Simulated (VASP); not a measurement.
# SiO2 (P4_2/mnm) in VASP: a series of runs, part 2 of 2

VASP 6.6.1. Earlier steps stand in the parts before.

### 3 Single point, PBE

This run uses another cell than the first one, of the same volume but with other edges.

Contents of INCAR:

```
SYSTEM = SiO2
PREC     = Accurate       ! precision mode
ENCUT    = 520            ! plane-wave cutoff, eV
EDIFF    = 1E-7           ! SCF threshold, eV
ISMEAR   = 0              ! smearing method
SIGMA    = 0.05           ! smearing width, eV
LREAL    = .FALSE.        ! projectors in reciprocal space
LASPH    = .TRUE.         ! aspherical terms in the spheres
NELM     = 80             ! most SCF steps
ALGO     = Normal         ! electronic algorithm
ISIF     = 2              ! what is computed and relaxed
LWAVE    = .FALSE.        ! write WAVECAR
LCHARG   = .FALSE.        ! write CHGCAR
GGA      = PE             ! functional
NBANDS   = 25             ! bands
```

Contents of KPOINTS:

```
Automatic mesh
0
G
  6 6 8
  0 0 0
```

Contents of POSCAR:

```
SiO2
1.0
    4.1406000000      0.0000000000      0.0000000000
    0.0000000000      4.1406000000      0.0000000000
    0.0000000000      0.0000000000      2.7705000000
Si O
2 4
Direct
    0.5000000000      0.5000000000      0.5000000000
    0.0000000000      0.0000000000      0.0000000000
    0.6930127928      0.6930127928      0.0000000000
    0.1930127928      0.8069872072      0.5000000000
    0.3069872072      0.3069872072      0.0000000000
    0.8069872072      0.1930127928      0.5000000000
```

Potentials or basis: VASP PAW PBE potentials, release 64 (Si, O).

On the command line:

```bash
> cat potpaw_PBE.64/Si/POTCAR potpaw_PBE.64/O/POTCAR > POTCAR
> mpirun -np 1 vasp_std > vasp.out
```

OUTCAR:

```text
SYSTEM = SiO2
   PREC = Accurate
   ENCUT = 520
   EDIFF = 1E-7
   ISMEAR = 0
   LREAL = .FALSE.
   LASPH = .TRUE.
   NELM = 80
   ISIF = 2
   GGA = PE

 ion  position               nearest neighbor table
   1  0.500  0.500  0.500-   3 1.79   5 1.79   3 1.79   5 1.79   4 1.80   6 1.80
   2  0.000  0.000  0.000-   4 1.79   6 1.79   4 1.79   6 1.79   5 1.80   3 1.80
   3  0.693  0.693  0.000-   1 1.79   1 1.79   2 1.80
   4  0.193  0.807  0.500-   2 1.79   2 1.79   1 1.80
   5  0.307  0.307  0.000-   1 1.79   1 1.79   2 1.80
   6  0.807  0.193  0.500-   2 1.79   2 1.79   1 1.80

  LATTYP: Found a simple tetragonal cell.
 ALAT       =     4.1406000000
 C/A-ratio  =     0.6691059267

  Lattice vectors:

 A1 = (   4.1406000000,   0.0000000000,   0.0000000000)
 A2 = (   0.0000000000,   4.1406000000,   0.0000000000)
 A3 = (   0.0000000000,   0.0000000000,   2.7705000000)

Analysis of symmetry for initial positions (statically):
=====================================================================
 Subroutine PRICEL returns:
 Original cell was already a primitive cell.

 Routine SETGRP: Setting up the symmetry group for a
 simple tetragonal supercell.

 Subroutine GETGRP returns: Found 16 space group operations
 (whereof  8 operations were pure point group operations)
 out of a pool of 16 trial point group operations.

The static configuration has the point symmetry D_2h.
 The point group associated with its full space group is D_4h.

Analysis of symmetry for dynamics (positions and initial velocities):
=====================================================================
 Subroutine PRICEL returns:
 Original cell was already a primitive cell.

 Routine SETGRP: Setting up the symmetry group for a
 simple tetragonal supercell.

 Subroutine GETGRP returns: Found 16 space group operations
 (whereof  8 operations were pure point group operations)
 out of a pool of 16 trial point group operations.

The dynamic configuration has the point symmetry D_2h.
 The point group associated with its full space group is D_4h.

 Subroutine INISYM returns: Found 16 space group operations
 (whereof  8 operations are pure point group operations),
 and found     1 'primitive' translations

----------------------------------------------------------------------------------------

                                     Primitive cell

  volume of cell :      47.4990

  direct lattice vectors                    reciprocal lattice vectors
     4.140600000  0.000000000  0.000000000     0.241510892  0.000000000  0.000000000
     0.000000000  4.140600000  0.000000000     0.000000000  0.241510892  0.000000000
     0.000000000  0.000000000  2.770500000     0.000000000  0.000000000  0.360945678

  length of vectors
     4.140600000  4.140600000  2.770500000     0.241510892  0.241510892  0.360945678

  position of ions in fractional coordinates (direct lattice)
     0.500000000  0.500000000  0.500000000
     0.000000000  0.000000000  0.000000000
     0.693012793  0.693012793  0.000000000
[... 35 lines left out ...]
 ===========================================

 Found     50 irreducible k-points:

 Following reciprocal coordinates:
            Coordinates               Weight
  0.000000  0.000000  0.000000      1.000000
  0.166667  0.000000  0.000000      4.000000
  0.333333  0.000000  0.000000      4.000000
  0.500000  0.000000  0.000000      2.000000
  0.166667  0.166667  0.000000      4.000000
  0.333333  0.166667  0.000000      8.000000
[... 16 lines left out ...]
  0.333333  0.000000  0.250000      8.000000
  0.500000  0.000000  0.250000      4.000000
 [... further k-points ...]
   k-points           NKPTS =     50   k-points in BZ     NKDIM =     50   number of bands    NBANDS=     25
   number of dos      NEDOS =    301   number of ions     NIONS =      6
   total plane-waves  NPLWV =  24576
   dimension x,y,z NGX =    32 NGY =   32 NGZ =   24
   dimension x,y,z NGXF=    64 NGYF=   64 NGZF=   48
   ions per type =               2   4
   NGX,Y,Z   is equivalent  to a cutoff of  12.85, 12.85, 14.40 a.u.
   NGXF,Y,Z  is equivalent  to a cutoff of  25.70, 25.70, 28.80 a.u.
 SYSTEM =  SiO2
   PREC   = accura    normal or accurate (medium, high low for compatibility)
   ISTART =      0    job   : 0-new  1-cont  2-samecut
   ICHARG =      2    charge: 1-file 2-atom 10-const
   ISPIN  =      1    spin polarized calculation?
   LNONCOLLINEAR =      F non collinear calculations
   LSORBIT =      F    spin-orbit coupling
   LASPH  =      T    aspherical Exc in radial PAW
   ENCUT  =  520.0 eV  38.22 Ry    6.18 a.u.   7.70  7.70  5.15*2*pi/ulx,y,z
   NELM   =     80;   NELMIN=  2; NELMDL= -5     # of ELM steps
   EDIFF  = 0.1E-06   stopping-criterion for ELM
   LREAL  =      F    real-space projection
   EDIFFG = 0.1E-05   stopping-criterion for IOM
   NSW    =      0    number of steps for IOM
   IBRION =     -1    ionic relax: 0-MD 1-quasi-New 2-CG
   NFREE  =      0    steps in history (QN), initial steepest desc. (CG)
   ISIF   =      2    stress and relaxation
   ISYM   =      2    0-nonsym 1-usesym 2-fastsym
   POTIM  = 0.5000    time-step for ionic-motion
   TEBEG  =    0.0;   TEEND  =   0.0 temperature during run
   PSTRESS=    0.0 pullay stress
   NELECT =      32.0000    total number of electrons
   NUPDOWN=      -1.0000    fix difference up-down
   EMIN   =  10.00;   EMAX   =-10.00  energy-range for DOS
   EFERMI =   0.00;   METHOD = LEGACY
   ISMEAR =     0;   SIGMA  =   0.05  broadening in eV -4-tet -1-fermi 0-gaus
   EFERMI_NEDOS =   21; number of points for ismear=-14 and -15
   IALGO  =     38    algorithm
   IMIX   =      4    mixing-type and parameters
     AMIX     =   0.40;   BMIX     =  1.00
     AMIX_MAG =   1.60;   BMIX_MAG =  1.00
  volume/ion in A,a.u.               =       7.92        53.42
  Fermi-wavevector in a.u.,A,eV,Ry     =   1.435148  2.712036 28.023223  2.059649
  Thomas-Fermi vector in A             =   2.554478
   LORBIT       =      0    0 simple, 1 ext, 2 COOP (PROOUT), +10 PAW based schemes
   GGA     = PE    functional components
   LHFCALC =     F    Hartree Fock is set to
   AEXX    =    0.0000 exact exchange contribution
   IVDW    =     0    specifies the selected vdW correction
   LEPSILON=     F    determine dielectric tensor
   LRPA    =     F    only Hartree local field effects (RPA)
 non-spin polarized calculation
 Gauss-broadening in eV      SIGMA  =   0.05
  energy-cutoff  :      520.00
  volume of cell :       47.50
 maximum number of plane-waves:      1298
 NGX is ok and might be reduce to    32

 number of electron      31.9999988 magnetization

 Free energy of the ion-electron system (eV)
  ---------------------------------------------------
  ext. energy  EPLUGINS =         0.00000000
  ---------------------------------------------------
  free energy    TOTEN  =       -46.20322813 eV

  energy without entropy =      -46.20322813  energy(sigma->0) =      -46.20322813

 E-fermi :   8.3187     XC(G=0): -12.1868

 val. band max:        8.0094309904   @ k =   0.0000   0.0000   0.0000
 cond. band min:      13.0912201999   @ k =   0.0000   0.0000   0.0000
 fundamental gap:      5.0817892096
 Fermi energy:         8.3186592460

 k-point     1 :       0.0000    0.0000    0.0000
  band No.  band energies     occupation
      1     -14.3188      2.00000
      2     -10.6698      2.00000
      3     -10.6698      2.00000
      4     -10.4226      2.00000
      5      -2.6837      2.00000
      6       1.9594      2.00000
[... 661 lines left out ...]
     24      20.4311      0.00000
     25      21.6383      0.00000

 [... further k-points ...]

------------------------ aborting loop because EDIFF is reached ----------------------------------------

  FORCE on cell =-STRESS in cart. coord.  units (eV):
  Direction    XX          YY          ZZ          XY          YZ          ZX
  --------------------------------------------------------------------------------------
  -------------------------------------------------------------------------------------
  Total        2.9530523      2.9530523     -3.1616383      0.0000000      0.0000000      0.0000000
  in kB       99.6086391     99.6086391   -106.6444003      0.0000000      0.0000000      0.0000000
  external PRESSURE =      30.8576260 kB  Pullay stress =       0.0000000 kB

 VOLUME and BASIS-vectors are now :
 -----------------------------------------------------------------------------
  energy-cutoff  :      520.00
  volume of cell :       47.50
      direct lattice vectors                 reciprocal lattice vectors
     4.140600000  0.000000000  0.000000000     0.241510892  0.000000000  0.000000000
     0.000000000  4.140600000  0.000000000     0.000000000  0.241510892  0.000000000
     0.000000000  0.000000000  2.770500000     0.000000000  0.000000000  0.360945678

 POSITION                                       TOTAL-FORCE (eV/Angst)
 -----------------------------------------------------------------------------------
      2.07030      2.07030      1.38525        -0.000000      0.000000     -0.000000
      0.00000      0.00000      0.00000        -0.000000      0.000000     -0.000000
      2.86949      2.86949      0.00000         0.318963      0.318963     -0.000000
      0.79919      3.34141      1.38525         0.318963     -0.318963     -0.000000
      1.27111      1.27111      0.00000        -0.318963     -0.318963      0.000000
      3.34141      0.79919      1.38525        -0.318963      0.318963     -0.000000
 -----------------------------------------------------------------------------------
    total drift:                                0.000000      0.000000     -0.000000

  FREE ENERGIE OF THE ION-ELECTRON SYSTEM (eV)
  ---------------------------------------------------
  free  energy   TOTEN  =       -46.2032281314 eV

  energy  without entropy=      -46.2032281314  energy(sigma->0) =      -46.20322813
```

It took 39 s on 1 thread of Intel Xeon Platinum 8375C at 2.90GHz (Ice Lake), shared host; peak memory 0.18 GiB.

What came out:

```yaml
Free_energy: -46.2032 eV
Pressure: 3.1 GPa
Largest_force: 0.451 eV/Å
Band_gap_on_the_k_mesh: 5.08 eV, direct
```

Forces on the atoms (eV/Å):
```
Si   0.000  0.000  0.000
Si   0.000  0.000  0.000
O    0.319  0.319  0.000
O    0.319 -0.319  0.000
O   -0.319 -0.319  0.000
O   -0.319  0.319  0.000
```

Levels at points of the mesh, in eV from the valence-band top:
```tsv
k point	band 13	band 14	band 15	band 16	band 17	band 18	band 19	band 20
(0.00, 0.00, 0.00)	-2.70	-0.80	-0.80	0.00	5.08	5.93	7.73	7.73
(0.50, 0.00, 0.00)	-2.81	-2.81	-1.00	-1.00	7.09	7.09	8.36	8.36
(0.50, 0.50, 0.00)	-2.70	-2.70	-2.04	-2.04	6.76	6.76	9.39	9.39
(0.00, 0.00, 0.50)	-3.08	-3.08	-2.57	-2.57	8.95	8.95	12.36	12.36
(0.50, 0.00, 0.50)	-2.12	-2.12	-1.66	-1.66	8.73	8.73	10.07	10.07
(0.50, 0.50, 0.50)	-1.61	-1.61	-1.45	-1.45	7.16	7.16	11.01	11.01
```

A k mesh can miss the band edges. A hybrid or GW would open this gap; PBE tends to underestimate it.
